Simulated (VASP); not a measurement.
Wanted: the native input for a VASP 6.6.1 run.

```yaml
Task: single point
Functional: LDA
Potentials_or_basis: VASP PAW LDA potentials, release 64 (Ir_sv_GW)
Cutoff: 560 eV
k_mesh: 18 × 18 × 16
Occupations: fermi-dirac, width 0.08 eV
Spin: no spin polarisation
Dipole_correction: no
Further_INCAR_settings: ALGO = Normal; EDIFF = 1e-06; NBANDS = 14
```

The structure of Ir lies in POSCAR:

```
Ir
1.0
    2.5022166557      0.0000000000      0.0000000000
   -1.2511083278      2.1669831896      0.0000000000
    0.0000000000      0.0000000000      2.4156173542
Ir
1
Direct
    0.0000000000      0.0000000000      0.0000000000
```

This isn't the form of Ir at room conditions, which is fcc.

These files were run (other wordings do the same):

INCAR

```
SYSTEM = Ir
  ALGO = Normal
  EDIFF = 1E-6
  ENCUT = 560
  GGA = CA
  GGA_COMPAT = .False.
  ISIF = 2
  ISMEAR = -1
  LASPH = .True.
  LCHARG = .False.
  LREAL = .False.
  LWAVE = .False.
  NBANDS = 14
  NELM = 120
  PREC = Accurate
  SIGMA = 0.08
```

KPOINTS

```
k-points
0
Gamma
  18 18 16
  0 0 0
```

Potentials or basis: VASP PAW LDA potentials, release 64 (Ir_sv_GW).

Launch:

```sh
$ cat potpaw_LDA.64/Ir_sv_GW/POTCAR > POTCAR
$ mpirun -np 1 vasp_std > vasp.out
```

Results of the run:

```
Pressure               : 67.9 GPa
Band gap on the k mesh : zero (an odd number of electrons rules out a gap without spin polarisation)
```

Caveat: the cell stands under pressure; spin-orbit coupling is left out, which moves the levels of the heavy elements.

Wall time 42 s on 1 thread of AMD EPYC 7R13 Processor (Zen 3) (shared host), peak memory 0.15 GiB.
